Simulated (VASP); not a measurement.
Input of a VASP 6.6.1 run:

The input INCAR:

```
SYSTEM = HfO2
PREC = Accurate
ENCUT = 520
EDIFF = 1E-6
ISMEAR = 0
SIGMA = 0.05
LREAL = .False.
LASPH = .True.
NELM = 80
ALGO = Normal
ISIF = 2
LWAVE = .False.
LCHARG = .False.
GGA = PE
NBANDS = 18
```

Contents of KPOINTS:

```
regular mesh
0
Gamma
  8 8 8
  0 0 0
```

The input POSCAR:

```
HfO2
1.0
    0.0000000000      2.5488057612      2.5488057612
    2.5488057612      0.0000000000      2.5488057612
    2.5488057612      2.5488057612      0.0000000000
Hf O
1 2
Direct
    0.0000000000      0.0000000000      0.0000000000
    0.3088510911      0.3088510911      0.1079208978
    0.7500000000      0.7500000000      0.7500000000
```

Potentials or basis: VASP PAW PBE potentials, release 64 (Hf_pv, O).

Run with:

```bash
$ cat potpaw_PBE.64/Hf_pv/POTCAR potpaw_PBE.64/O/POTCAR > POTCAR
$ mpirun -np 1 vasp_std > vasp.out
```

(1) Estimate the largest force.

(2) Estimate the band gap on the k mesh.

(3) Predict the pressure.

Results:

(1) 2.975 eV/Å.

(2) 3.58 eV, indirect (least direct gap 3.93 eV).

(3) 5.5 GPa.

Caveat: the cell differs from its parent crystal (atom 2 (O) moved by (-0.300, +0.300) A along [1 1 0] and z); spin-orbit coupling is left out, which moves the levels of the heavy elements; forces of over 1 eV/Å act on the atoms, so gaps and moduli don't describe the material at rest.
